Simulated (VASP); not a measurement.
# Cu (I4/mmm) in VASP: a series of runs, part 2 of 2

VASP 6.6.1. The steps go on from the part before.

## Step 3: Single point, PBE (strain +0.000 along x and y, +0.030 along z)

The input, INCAR:

```
SYSTEM = Cu
  PREC = Accurate
  ENCUT = 520
  EDIFF = 1E-6
  ISMEAR = 0
  SIGMA = 0.15
  LREAL = .False.
  LASPH = .True.
  NELM = 100
  ALGO = Normal
  ISIF = 2
  LWAVE = .False.
  LCHARG = .False.
  GGA = PE
  NBANDS = 12
```

The input, KPOINTS:

```
regular mesh
0
Gamma
  22 22 22
  0 0 0
```

The input, POSCAR:

```
Cu
1.0
    0.0000000000      1.8075000000      1.8617250000
    1.8075000000      0.0000000000      1.8617250000
    1.8075000000      1.8075000000      0.0000000000
Cu
1
Direct
    0.0000000000      0.0000000000      0.0000000000
```

Potentials or basis: VASP PAW PBE potentials, release 64 (Cu).

Launch:

```
> cat potpaw_PBE.64/Cu/POTCAR > POTCAR
> mpirun -np 1 vasp_std > vasp.out
```

OUTCAR:

```text
SYSTEM = Cu
   PREC = Accurate
   ENCUT = 520
   EDIFF = 1E-6
   ISMEAR = 0
   LREAL = .False.
   LASPH = .True.
   NELM = 100
   ISIF = 2
   GGA = PE

 ion  position               nearest neighbor table
   1  0.000  0.000  0.000-

  LATTYP: Found a body centered tetragonal cell.
 ALAT       =     2.5561910140
 C/A-ratio  =     1.4566399692

  Lattice vectors:

 A1 = (  -1.8075000000,   0.0000000000,   1.8617250000)
 A2 = (   1.8075000000,   0.0000000000,   1.8617250000)
 A3 = (   0.0000000000,   1.8075000000,  -1.8617250000)

Analysis of symmetry for initial positions (statically):
=====================================================================
 Subroutine PRICEL returns:
 Original cell was already a primitive cell.

 Routine SETGRP: Setting up the symmetry group for a
 body centered tetragonal supercell.

 Subroutine GETGRP returns: Found 16 space group operations
 (whereof 16 operations were pure point group operations)
 out of a pool of 16 trial point group operations.

The static configuration has the point symmetry D_4h.

Analysis of symmetry for dynamics (positions and initial velocities):
=====================================================================
 Subroutine PRICEL returns:
 Original cell was already a primitive cell.

 Routine SETGRP: Setting up the symmetry group for a
 body centered tetragonal supercell.

 Subroutine GETGRP returns: Found 16 space group operations
 (whereof 16 operations were pure point group operations)
 out of a pool of 16 trial point group operations.

The dynamic configuration has the point symmetry D_4h.

 Subroutine INISYM returns: Found 16 space group operations
 (whereof 16 operations are pure point group operations),
 and found     1 'primitive' translations

----------------------------------------------------------------------------------------

                                     Primitive cell

  volume of cell :      12.1647
[... 108 lines left out ...]
  volume/ion in A,a.u.               =      12.16        82.09
  Fermi-wavevector in a.u.,A,eV,Ry     =   1.583088  2.991602 34.098474  2.506167
  Thomas-Fermi vector in A             =   2.682912
   LORBIT       =      0    0 simple, 1 ext, 2 COOP (PROOUT), +10 PAW based schemes
   GGA     = PE    functional components
   LHFCALC =     F    Hartree Fock is set to
   AEXX    =    0.0000 exact exchange contribution
   IVDW    =     0    specifies the selected vdW correction
   LEPSILON=     F    determine dielectric tensor
   LRPA    =     F    only Hartree local field effects (RPA)
 non-spin polarized calculation
 Gauss-broadening in eV      SIGMA  =   0.15
  energy-cutoff  :      520.00
  volume of cell :       12.16
 maximum number of plane-waves:       343
   NGX =  9   NGY =  9   NGZ =  9

 number of electron      10.9999992 magnetization

 Free energy of the ion-electron system (eV)
  ---------------------------------------------------
  ext. energy  EPLUGINS =         0.00000000
  ---------------------------------------------------
  free energy    TOTEN  =        -3.72837094 eV

  energy without entropy =       -3.72560960  energy(sigma->0) =       -3.72699027

 E-fermi :   7.2219     XC(G=0): -12.5550

 val. band max:        7.2074452448   @ k =   0.5000   0.1818   0.0455
 cond. band min:       7.2351408362   @ k =  -0.2727   0.2273   0.1364
 fundamental gap:      0.0276955915
 Fermi energy:         7.2218899318

 k-point     1 :       0.0000    0.0000    0.0000
  band No.  band energies     occupation
      1      -1.9035      2.00000
      2       4.1949      2.00000
      3       4.3351      2.00000
      4       4.3351      2.00000
      5       4.9999      2.00000
      6       5.1391      2.00000
      7      29.5980      0.00000
      8      31.9525      0.00000
      9      32.0343      0.00000
     10      32.0343      0.00000
     11      34.4577      0.00000
     12      34.4962      0.00000
[... 331 lines left out ...]
 k-point    24 :      -0.4545    0.0455    0.0000
  band No.  band energies     occupation
      1       2.3354      2.00000
      2       4.1729      2.00000
      3       4.3474      2.00000
      4       5.3471      2.00000
      5       5.5631      2.00000
      6       6.5048      2.00000
      7      11.1010      0.00000
      8      26.4548      0.00000
      9      28.7935      0.00000
     10      29.1252      0.00000
     11      32.6001      0.00000
     12      32.6496      0.00000

 [... further k-points ...]
[... 5 lines left out ...]
  --------------------------------------------------------------------------------------
  -------------------------------------------------------------------------------------
  Total       -0.0870021     -0.0870021     -0.2230021      0.0000000      0.0000000     -0.0000000
  in kB      -11.4587712    -11.4587712    -29.3709069      0.0000000      0.0000000     -0.0000000
  external PRESSURE =     -17.4294831 kB  Pullay stress =       0.0000000 kB

 VOLUME and BASIS-vectors are now :
 -----------------------------------------------------------------------------
  energy-cutoff  :      520.00
  volume of cell :       12.16
      direct lattice vectors                 reciprocal lattice vectors
     0.000000000  1.807500000  1.861725000    -0.276625173  0.276625173  0.268568129
     1.807500000  0.000000000  1.861725000     0.276625173 -0.276625173  0.268568129
     1.807500000  1.807500000  0.000000000     0.276625173  0.276625173 -0.268568129

 POSITION                                       TOTAL-FORCE (eV/Angst)
 -----------------------------------------------------------------------------------
      0.00000      0.00000      0.00000         0.000000      0.000000      0.000000
 -----------------------------------------------------------------------------------
    total drift:                                0.000000     -0.000000      0.000000

  FREE ENERGIE OF THE ION-ELECTRON SYSTEM (eV)
  ---------------------------------------------------
  free  energy   TOTEN  =        -3.7283709399 eV

  energy  without entropy=       -3.7256095957  energy(sigma->0) =       -3.72699027
```

OSZICAR:

```text
N       E                     dE             d eps       ncg     rms          rms(c)
DAV:   1     0.426762234169E+02    0.42676E+02   -0.53890E+03 22068   0.153E+03
DAV:   2    -0.327879010189E+01   -0.45955E+02   -0.42383E+02 20588   0.202E+02
DAV:   3    -0.460920139692E+01   -0.13304E+01   -0.13194E+01 23528   0.399E+01
DAV:   4    -0.461755620151E+01   -0.83548E-02   -0.83535E-02 22640   0.279E+00
DAV:   5    -0.461763442194E+01   -0.78220E-04   -0.78219E-04 23976   0.275E-01    0.764E+00
DAV:   6    -0.413221858719E+01    0.48542E+00   -0.14876E+01 23820   0.725E+01    0.409E+00
DAV:   7    -0.373986340641E+01    0.39236E+00   -0.24113E+00 23796   0.292E+01    0.545E-01
DAV:   8    -0.373021323839E+01    0.96502E-02   -0.51652E-03 23672   0.119E+00    0.325E-01
DAV:   9    -0.372837210419E+01    0.18411E-02   -0.11656E-02 24712   0.187E+00    0.322E-02
DAV:  10    -0.372837170087E+01    0.40332E-06   -0.51743E-05 29924   0.121E-01    0.798E-03
DAV:  11    -0.372837093991E+01    0.76096E-06   -0.60728E-07 17520   0.135E-02
   1 F= -.37283709E+01 E0= -.37269903E+01  d E =-.276134E-02
```

stdout:

```text
POSCAR found type information on POSCAR Cu
 POSCAR found :  1 types and       1 ions
 scaLAPACK will be used
 LDA part: xc-table for (Slater+PW92), standard interpolation
 POSCAR, INCAR and KPOINTS ok, starting setup
 FFT: planning ... GRIDC
 FFT: planning ... GRID_SOFT
 FFT: planning ... GRID
 WAVECAR not read
 entering main loop
```

It took 39 s on 1 thread of Intel Xeon 6975P-C (Granite Rapids), shared host; peak memory 0.22 GiB.

What came out:

| Property | Result |
| --- | --- |
| Free energy | -3.7284 eV |
| Pressure | -1.7 GPa |

Stress tensor (GPa, compression positive):
```
-1.15  0.00  0.00
 0.00 -1.15  0.00
 0.00  0.00 -2.94
```

Levels at points of the mesh, in eV from the Fermi level:
```csv
k point,band 2,band 3,band 4,band 5,band 6,band 7,band 8,band 9,band 10,band 11
"(0.00, 0.00, 0.00)",-3.03,-2.89,-2.89,-2.22,-2.08,22.38,24.73,24.81,24.81,27.24
"(0.50, 0.00, 0.00)",-3.03,-2.90,-1.63,-1.58,-0.91,3.62,20.41,21.62,22.10,24.22
"(0.50, 0.50, 0.00)",-4.26,-1.62,-1.48,-1.48,1.12,6.41,13.32,13.32,17.67,20.22
"(0.50, 0.00, 0.50)",-4.27,-1.63,-1.51,-1.42,1.73,7.17,12.61,12.67,17.10,19.57
```

Caveat: the cell differs from its parent crystal (strain +0.000 along x and y, +0.030 along z).

## Step 4: Single point, PBE (strain +0.030 along x and y, -0.015 along z)

The input, INCAR:

```
PREC = Accurate ; ENCUT = 520
EDIFF = 1E-6 ; ISMEAR = 0
SIGMA = 0.15 ; LREAL = False
LASPH = True ; NELM = 80
ALGO = Fast ; ISIF = 2
LWAVE = False ; LCHARG = False
GGA = PE ; NBANDS = 12
```

The input, KPOINTS:

```
regular mesh
0
Gamma
  22 22 22
```

The input, POSCAR:

```
Cu
1.0
    0.0000000000      1.8617250000      1.7803875000
    1.8617250000      0.0000000000      1.7803875000
    1.8617250000      1.8617250000      0.0000000000
Cu
1
Direct
    0.0000000000      0.0000000000      0.0000000000
```

Launch:

```
> cat potpaw_PBE.64/Cu/POTCAR > POTCAR
> mpirun -np 1 vasp_std > vasp.out
```

Run time: 53 s. Hardware: 1 thread of Intel Xeon 6975P-C (Granite Rapids), shared host; peak memory 0.23 GiB.

The run converged. Its results:

| Property | Result |
| --- | --- |
| Free energy | -3.7243 eV |
| Pressure | -3.4 GPa |

Stress tensor (GPa, compression positive):
```
-4.10  0.00  0.00
 0.00 -4.10  0.00
 0.00  0.00 -2.09
```

Levels at points of the mesh, in eV from the Fermi level:
```csv
k point,band 3,band 4,band 5,band 6,band 7,band 8,band 9,band 10
"(0.00, 0.00, 0.00)",-2.95,-2.76,-2.23,-2.03,22.28,24.53,24.53,24.66
"(0.50, 0.00, 0.00)",-2.82,-1.64,-1.55,-0.87,3.55,20.33,20.70,22.60
"(0.50, 0.50, 0.00)",-1.61,-1.45,-1.45,2.17,7.60,12.07,12.07,16.57
"(0.50, 0.00, 0.50)",-1.62,-1.53,-1.41,1.23,6.43,13.07,13.16,17.44
```

Caveat: the cell differs from its parent crystal (strain +0.030 along x and y, -0.015 along z).

## Step 5: The runs side by side

| cell | gap on the mesh (eV) | pressure (GPa) |
| --- | --- | --- |
| a = 2.556, b = 2.556, c = 2.595 Å, angles 59.5, 59.5, 61.0°, 1 atom | none | 0.2 |
| a = 2.595, b = 2.595, c = 2.556 Å, angles 60.5, 60.5, 59.0°, 1 atom | none | -1.7 |
| a = 2.576, b = 2.576, c = 2.633 Å, angles 59.3, 59.3, 61.5°, 1 atom | none | -3.4 |

Alike in all rows: task single point; level PBE; potentials or basis VASP PAW PBE potentials, release 64 (Cu); no spin polarisation; k mesh 22 × 22 × 22; cutoff (eV) 520; smearing gaussian 0.15 eV.

Total energies depend on the potentials used, so only differences within one code and one set of settings carry meaning.
